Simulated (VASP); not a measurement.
Input of a VASP 6.6.1 run:

INCAR

```
  ALGO = Normal
  EDIFF = 1E-6
  ENCUT = 520
  GGA = PS
  ISIF = 2
  ISMEAR = 0
  ISPIN = 2
  LASPH = True
  LCHARG = False
  LORBIT = 11
  LREAL = False
  LWAVE = False
  MAGMOM = 0.5 0.5
  NBANDS = 19
  NELM = 150
  PREC = Accurate
  SIGMA = 0.05
```

KPOINTS

```
k-points
0
Gamma
  1 1 13
```

The input POSCAR:

```
BaS
1.0
   10.3000000000      0.0000000000      0.0000000000
    0.0000000000      9.3000000000      0.0000000000
    0.0000000000      0.0000000000      5.1294072526
Ba S
1 1
Direct
    0.4377499120      0.5000000000      0.0000000000
    0.5622500880      0.5000000000      0.5000000000
```

Potentials or basis: VASP PAW PBE potentials, release 64 (Ba_sv, S).

The run is started by

```bash
$ cat potpaw_PBE.64/Ba_sv/POTCAR potpaw_PBE.64/S/POTCAR > POTCAR
$ mpirun -np 1 vasp_std > vasp.out
```

Problem. Estimate the largest force.

Solution. 0.488 eV/Å.

Problem. Predict the band gap on the k mesh.

Solution. 1.61 eV, indirect (least direct gap 1.89 eV).

Problem. What does it give for the net moment?

Solution. 0.00 μB per cell.

Forces in eV/Å, atoms in the order of the input:
```
Ba   0.488  0.000  0.000
S   -0.488  0.000  0.000
```

Caveat: the PAW data sets were made with another functional, which shifts forces and pressure a little; spin-orbit coupling is left out, which moves the levels of the heavy elements.
